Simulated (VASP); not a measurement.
A run of VASP 6.6.1 is set up as follows.

File POSCAR:

```
Si
1.0
   -1.7174807157      1.7174807157      1.1847545694
    1.7174807157     -1.7174807157      1.1847545694
    1.7174807157      1.7174807157     -1.1847545694
Si
1
Direct
    0.0000000000      0.0000000000      0.0000000000
```

INCAR.step1

```
SYSTEM = Si
  PREC = Accurate
  ENCUT = 520
  ISMEAR = 0
  SIGMA = 0.15
  LREAL = .False.
  LASPH = .True.
  NELM = 80
  NBANDS = 8
  GGA = PE
  ALGO = Normal
  EDIFF = 1E-4
  LWAVE = .True.
  LCHARG = .False.
```

File INCAR.step2:

```
SYSTEM = Si
  PREC = Accurate
  ENCUT = 520
  EDIFF = 1E-7
  ISMEAR = 0
  SIGMA = 0.15
  LREAL = .False.
  LASPH = .True.
  NELM = 80
  ALGO = Normal
  ISIF = 2
  LWAVE = .False.
  LCHARG = .False.
  METAGGA = R2SCAN
  LMIXTAU = .True.
  NBANDS = 8
  ISTART = 1
```

File KPOINTS:

```
Automatic mesh
0
Gamma
  26 26 26
  0 0 0
```

Potentials or basis: VASP PAW PBE potentials, release 64 (Si).

Run with:

```sh
$ cat potpaw_PBE.64/Si/POTCAR > POTCAR
$ cp INCAR.step1 INCAR
$ mpirun -np 1 vasp_std > vasp.out
$ cp INCAR.step2 INCAR
$ mpirun -np 1 vasp_std > vasp.out
```

Task: Estimate the band gap on the k mesh.

Result: Zero (bands 2 and 3 overlap by 12.73 eV).

Task: Estimate the pressure.

Result: 4.7 GPa.

Stress tensor (GPa, compression positive):
```
-0.82  0.00  0.00
 0.00 -0.82  0.00
 0.00  0.00 15.77
```

Caveat: the cell stands under pressure; the PAW data sets were made with another functional, which shifts forces and pressure a little.
